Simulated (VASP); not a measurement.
# C (I4_1/amd) in VASP: notebook

C is run at these levels: PBEsol; tasks: single point.

All numbers are computed with VASP 6.6.1; they aren't measurements. Logs are shortened: lines on timing, memory, paths and dates and some standing lists are left out, and cuts for length are marked.

### Step 1. The cell of the first run

Symmetry: I4_1/amd, No. 141, tetragonal system. Conventional cell: a = 2.623 Å, b = 2.623 Å, c = 3.852 Å, α = 90.00°, β = 90.00°, γ = 90.00°. C (site symmetry -4m2) has 4 C at 1.63 Å within 2.2 Å.

### Step 2. Single point, PBEsol (strain +0.040 along x and y, +0.080 along z)

File INCAR:

```
ALGO     = Normal         # electronic algorithm
EDIFF    = 1E-7           # SCF threshold, eV
ENCUT    = 520            # plane-wave cutoff, eV
GGA      = PS             # functional
ISIF     = 2              # what is computed and relaxed
ISMEAR   = 0              # smearing method
LASPH    = T              # aspherical terms in the spheres
LCHARG   = T              # write CHGCAR
LELF     = T              # ELF
LREAL    = F              # projectors in reciprocal space
LVHAR    = T            
LWAVE    = F              # write WAVECAR
NBANDS   = 11             # bands
NELM     = 100            # most SCF steps
PREC     = Accurate       # precision mode
SIGMA    = 0.05           # smearing width, eV
```

File KPOINTS:

```
k-points
0
Gamma
  12 12 12
```

File POSCAR:

```
C
1.0
    0.0000000000      1.8547360000      1.9260720000
    1.8547360000      0.0000000000      1.9260720000
    1.8547360000      1.8547360000      0.0000000000
C
2
Direct
    0.5000000000      0.5000000000      0.5000000000
    0.7500000000      0.7500000000      0.7500000000
```

Potentials or basis: VASP PAW PBE potentials, release 64 (C).

Started as:

```console
> cat potpaw_PBE.64/C/POTCAR > POTCAR
> mpirun -np 1 vasp_std > vasp.out
```

OUTCAR:

```text
EDIFF = 1E-7
   ENCUT = 520
   GGA = PS
   ISIF = 2
   ISMEAR = 0
   LASPH = T
   LREAL = F
   NELM = 100
   PREC = Accurate

 ion  position               nearest neighbor table
   1  0.500  0.500  0.500-   2 1.63   2 1.63   2 1.63   2 1.63
   2  0.750  0.750  0.750-   1 1.63   1 1.63   1 1.63   1 1.63

  LATTYP: Found a body centered tetragonal cell.
 ALAT       =     2.6229928058
 C/A-ratio  =     1.4686063917

  Lattice vectors:

 A1 = (  -1.8547360000,   0.0000000000,   1.9260720000)
 A2 = (   1.8547360000,   0.0000000000,   1.9260720000)
 A3 = (   0.0000000000,   1.8547360000,  -1.9260720000)

Analysis of symmetry for initial positions (statically):
=====================================================================
 Subroutine PRICEL returns:
 Original cell was already a primitive cell.

 Routine SETGRP: Setting up the symmetry group for a
 body centered tetragonal supercell.

 Subroutine GETGRP returns: Found 16 space group operations
 (whereof  8 operations were pure point group operations)
 out of a pool of 16 trial point group operations.

The static configuration has the point symmetry D_2d.
 The point group associated with its full space group is D_4h.

Analysis of symmetry for dynamics (positions and initial velocities):
=====================================================================
 Subroutine PRICEL returns:
 Original cell was already a primitive cell.

 Routine SETGRP: Setting up the symmetry group for a
 body centered tetragonal supercell.

 Subroutine GETGRP returns: Found 16 space group operations
 (whereof  8 operations were pure point group operations)
 out of a pool of 16 trial point group operations.

The dynamic configuration has the point symmetry D_2d.
 The point group associated with its full space group is D_4h.

 Subroutine INISYM returns: Found 16 space group operations
 (whereof  8 operations are pure point group operations),
 and found     1 'primitive' translations

----------------------------------------------------------------------------------------

                                     Primitive cell

  volume of cell :      13.2516

  direct lattice vectors                    reciprocal lattice vectors
     0.000000000  1.854736000  1.926072000    -0.269580145  0.269580145  0.259595695
     1.854736000  0.000000000  1.926072000     0.269580145 -0.269580145  0.259595695
     1.854736000  1.854736000  0.000000000     0.269580145  0.269580145 -0.259595695

  length of vectors
     2.673910802  2.673910802  2.622992806     0.461234034  0.461234034  0.461234034

  position of ions in fractional coordinates (direct lattice)
     0.500000000  0.500000000  0.500000000
     0.750000000  0.750000000  0.750000000

  ion indices of the primitive-cell ions
   primitive index   ion index
                 1           1
                 2           2

----------------------------------------------------------------------------------------

 KPOINTS: k-points

Automatic generation of k-mesh.
 Grid dimensions read from file:
 generate k-points for:   12   12   12

 Generating k-lattice:

  Cartesian coordinates                     Fractional coordinates (reciprocal lattice)
    -0.022465012  0.022465012  0.021632975     0.083333333  0.000000000  0.000000000
     0.022465012 -0.022465012  0.021632975     0.000000000  0.083333333  0.000000000
     0.022465012  0.022465012 -0.021632975     0.000000000  0.000000000  0.083333333

  Length of vectors
     0.038436170  0.038436170  0.038436170

  Shift w.r.t. Gamma in fractional coordinates (k-lattice)
     0.000000000  0.000000000  0.000000000

 Subroutine IBZKPT returns following result:
 ===========================================

 Found    163 irreducible k-points:

 Following reciprocal coordinates:
            Coordinates               Weight
  0.000000  0.000000  0.000000      1.000000
  0.083333  0.000000  0.000000      8.000000
  0.166667  0.000000  0.000000      8.000000
  0.250000  0.000000  0.000000      8.000000
  0.333333  0.000000  0.000000      8.000000
  0.416667  0.000000  0.000000      8.000000
[... 16 lines left out ...]
  0.500000  0.166667  0.000000      8.000000
 -0.416667  0.166667  0.000000      8.000000
 [... further k-points ...]
   k-points           NKPTS =    163   k-points in BZ     NKDIM =    163   number of bands    NBANDS=     11
   number of dos      NEDOS =    301   number of ions     NIONS =      2
   total plane-waves  NPLWV =   8000
   dimension x,y,z NGX =    20 NGY =   20 NGZ =   20
   dimension x,y,z NGXF=    40 NGYF=   40 NGZF=   40
   ions per type =               2
   NGX,Y,Z   is equivalent  to a cutoff of  12.43, 12.43, 12.68 a.u.
   NGXF,Y,Z  is equivalent  to a cutoff of  24.87, 24.87, 25.35 a.u.
 SYSTEM =  unknown system
   PREC   = accura    normal or accurate (medium, high low for compatibility)
   ISTART =      0    job   : 0-new  1-cont  2-samecut
   ICHARG =      2    charge: 1-file 2-atom 10-const
   ISPIN  =      1    spin polarized calculation?
   LNONCOLLINEAR =      F non collinear calculations
   LSORBIT =      F    spin-orbit coupling
   LASPH  =      T    aspherical Exc in radial PAW
   ENCUT  =  520.0 eV  38.22 Ry    6.18 a.u.   4.97  4.97  4.88*2*pi/ulx,y,z
   NELM   =    100;   NELMIN=  2; NELMDL= -5     # of ELM steps
   EDIFF  = 0.1E-06   stopping-criterion for ELM
   LREAL  =      F    real-space projection
   EDIFFG = 0.1E-05   stopping-criterion for IOM
   NSW    =      0    number of steps for IOM
   IBRION =     -1    ionic relax: 0-MD 1-quasi-New 2-CG
   NFREE  =      0    steps in history (QN), initial steepest desc. (CG)
   ISIF   =      2    stress and relaxation
   ISYM   =      2    0-nonsym 1-usesym 2-fastsym
   POTIM  = 0.5000    time-step for ionic-motion
   TEBEG  =    0.0;   TEEND  =   0.0 temperature during run
   PSTRESS=    0.0 pullay stress
   NELECT =       8.0000    total number of electrons
   NUPDOWN=      -1.0000    fix difference up-down
   EMIN   =  10.00;   EMAX   =-10.00  energy-range for DOS
   EFERMI =   0.00;   METHOD = LEGACY
   ISMEAR =     0;   SIGMA  =   0.05  broadening in eV -4-tet -1-fermi 0-gaus
   EFERMI_NEDOS =   21; number of points for ismear=-14 and -15
   IALGO  =     38    algorithm
   IMIX   =      4    mixing-type and parameters
     AMIX     =   0.40;   BMIX     =  1.00
     AMIX_MAG =   1.60;   BMIX_MAG =  1.00
  volume/ion in A,a.u.               =       6.63        44.71
  Fermi-wavevector in a.u.,A,eV,Ry     =   1.383617  2.614657 26.046943  1.914396
  Thomas-Fermi vector in A             =   2.508198
   LORBIT       =      0    0 simple, 1 ext, 2 COOP (PROOUT), +10 PAW based schemes
   GGA     = PS    functional components
   LHFCALC =     F    Hartree Fock is set to
   AEXX    =    0.0000 exact exchange contribution
   IVDW    =     0    specifies the selected vdW correction
   LEPSILON=     F    determine dielectric tensor
   LRPA    =     F    only Hartree local field effects (RPA)
 non-spin polarized calculation
 Gauss-broadening in eV      SIGMA  =   0.05
  energy-cutoff  :      520.00
  volume of cell :       13.25
 maximum number of plane-waves:       370
   NGX =  9   NGY =  9   NGZ =  9

 number of electron       7.9999999 magnetization

 Free energy of the ion-electron system (eV)
  ---------------------------------------------------
  ext. energy  EPLUGINS =         0.00000000
  ---------------------------------------------------
  free energy    TOTEN  =       -18.83376518 eV

  energy without entropy =      -18.83376518  energy(sigma->0) =      -18.83376518

 E-fermi :   8.0416     XC(G=0): -12.6808

 val. band max:        7.7667660302   @ k =   0.0000   0.0000   0.0000
 cond. band min:      11.0292870299   @ k =   0.3333   0.0000   0.3333
 fundamental gap:      3.2625209997
 Fermi energy:         8.0416225972

 k-point     1 :       0.0000    0.0000    0.0000
  band No.  band energies     occupation
      1     -11.9535      2.00000
      2       7.2379      2.00000
      3       7.7668      2.00000
      4       7.7668      2.00000
      5      12.5747      0.00000
      6      12.5747      0.00000
      7      13.0011      0.00000
      8      17.5760      0.00000
      9      24.6846      0.00000
     10      31.3586      0.00000
     11      32.0058      0.00000

 k-point     2 :       0.0833    0.0000    0.0000
  band No.  band energies     occupation
      1     -11.7804      2.00000
      2       6.4284      2.00000
      3       7.1983      2.00000
      4       7.5013      2.00000
      5      12.9404      0.00000
      6      12.9804      0.00000
      7      13.4795      0.00000
      8      17.8396      0.00000
      9      24.9936      0.00000
     10      29.5954      0.00000
     11      31.1060      0.00000

 k-point     3 :       0.1667    0.0000    0.0000
  band No.  band energies     occupation
      1     -11.2638      2.00000
      2       4.2023      2.00000
      3       6.5192      2.00000
      4       6.9235      2.00000
      5      13.6121      0.00000
      6      13.7582      0.00000
      7      14.2869      0.00000
      8      18.6275      0.00000
      9      25.6472      0.00000
     10      28.3858      0.00000
     11      29.5100      0.00000
[... 267 lines left out ...]
 k-point    23 :       0.5000    0.1667    0.0000
  band No.  band energies     occupation
      1      -6.9764      2.00000
      2      -3.0974      2.00000
      3       2.7707      2.00000
      4       4.4766      2.00000
      5      14.3898      0.00000
      6      16.5826      0.00000
      7      17.2500      0.00000
      8      20.5970      0.00000
      9      25.6468      0.00000
     10      28.3176      0.00000
     11      32.0100      0.00000

 k-point    24 :      -0.4167    0.1667    0.0000
  band No.  band energies     occupation
      1      -6.5197      2.00000
      2      -3.6487      2.00000
      3       2.3713      2.00000
      4       4.8124      2.00000
      5      14.7908      0.00000
      6      16.5389      0.00000
      7      16.8085      0.00000
      8      21.1748      0.00000
      9      25.3670      0.00000
     10      29.1765      0.00000
     11      30.0408      0.00000

 [... further k-points ...]

------------------------ aborting loop because EDIFF is reached ----------------------------------------

  FORCE on cell =-STRESS in cart. coord.  units (eV):
  Direction    XX          YY          ZZ          XY          YZ          ZX
  --------------------------------------------------------------------------------------
  -------------------------------------------------------------------------------------
  Total       -3.6615520     -3.6615520     -6.1587539      0.0000000      0.0000000      0.0000000
  in kB     -442.6995429   -442.6995429   -744.6234579      0.0000000      0.0000000      0.0000000
  external PRESSURE =    -543.3408479 kB  Pullay stress =       0.0000000 kB

 VOLUME and BASIS-vectors are now :
 -----------------------------------------------------------------------------
  energy-cutoff  :      520.00
  volume of cell :       13.25
      direct lattice vectors                 reciprocal lattice vectors
     0.000000000  1.854736000  1.926072000    -0.269580145  0.269580145  0.259595695
     1.854736000  0.000000000  1.926072000     0.269580145 -0.269580145  0.259595695
     1.854736000  1.854736000  0.000000000     0.269580145  0.269580145 -0.259595695

 POSITION                                       TOTAL-FORCE (eV/Angst)
 -----------------------------------------------------------------------------------
      1.85474      1.85474      1.92607         0.000000      0.000000      0.000000
      2.78210      2.78210      2.88911        -0.000000     -0.000000     -0.000000
 -----------------------------------------------------------------------------------
    total drift:                                0.000000     -0.000000      0.000000

  FREE ENERGIE OF THE ION-ELECTRON SYSTEM (eV)
  ---------------------------------------------------
  free  energy   TOTEN  =       -18.8337651803 eV

  energy  without entropy=      -18.8337651803  energy(sigma->0) =      -18.83376518
```

Run time: 17 s. Hardware: 1 thread of Intel Xeon Platinum 8259CL at 2.50GHz (Skylake/Cascade Lake), shared host; peak memory 0.13 GiB.

Results:

```
Free energy            : -18.8338 eV
Pressure               : -54.3 GPa
Band gap on the k mesh : 3.26 eV (least direct gap 4.81 eV)
```

Caveat: the cell differs from its parent crystal (strain +0.040 along x and y, +0.080 along z); the cell stands under tension; the PAW data sets were made with another functional, which shifts forces and pressure a little.

### Step 3. Single point, PBEsol (strain +0.080 along x and y, +0.040 along z)

File INCAR:

```
  PREC = Accurate
  ENCUT = 520
  EDIFF = 1E-6
  ISMEAR = 0
  SIGMA = 0.05
  LREAL = False
  LASPH = True
  NELM = 80
  ALGO = Normal
  ISIF = 2
  LWAVE = False
  LCHARG = False
  GGA = PS
  NBANDS = 11
```

File KPOINTS:

```
regular mesh
0
Gamma
  12 12 12
```

File POSCAR:

```
C
1.0
    0.0000000000      1.9260720000      1.8547360000
    1.9260720000      0.0000000000      1.8547360000
    1.9260720000      1.9260720000      0.0000000000
C
2
Direct
    0.5000000000      0.5000000000      0.5000000000
    0.7500000000      0.7500000000      0.7500000000
```

Potentials or basis: VASP PAW PBE potentials, release 64 (C).

Started as:

```console
> cat potpaw_PBE.64/C/POTCAR > POTCAR
> mpirun -np 1 vasp_std > vasp.out
```

Wall time 14 s (1 thread of Intel Xeon Platinum 8259CL at 2.50GHz (Skylake/Cascade Lake), shared host); peak memory 0.13 GiB.

The run converged. Its results:

| Property | Result |
| --- | --- |
| Free energy | -18.6499 eV |
| Pressure | -62.2 GPa |
| Band gap on the k mesh | 2.79 eV (least direct gap 4.43 eV) |

Stress tensor (GPa, compression positive):
```
-71.10   0.00   0.00
  0.00 -71.10   0.00
  0.00   0.00 -44.34
```

Levels at points of the mesh, in eV from the valence-band top:
| k point | band 2 | band 3 | band 4 | band 5 | band 6 | band 7 |
| --- | --- | --- | --- | --- | --- | --- |
| (0.00, 0.00, 0.00) | -0.47 | -0.47 | 0.00 | 4.43 | 4.85 | 4.85 |
| (0.50, 0.00, 0.00) | -11.82 | -2.94 | -2.39 | 5.86 | 7.15 | 7.55 |
| (0.50, 0.50, 0.00) | -11.52 | -5.88 | -5.88 | 3.37 | 3.37 | 13.84 |
| (0.50, 0.00, 0.50) | -12.00 | -5.40 | -5.40 | 4.12 | 4.12 | 13.62 |

Caveat: the cell differs from its parent crystal (strain +0.080 along x and y, +0.040 along z); the cell stands under tension; the PAW data sets were made with another functional, which shifts forces and pressure a little. A k mesh can miss the band edges.
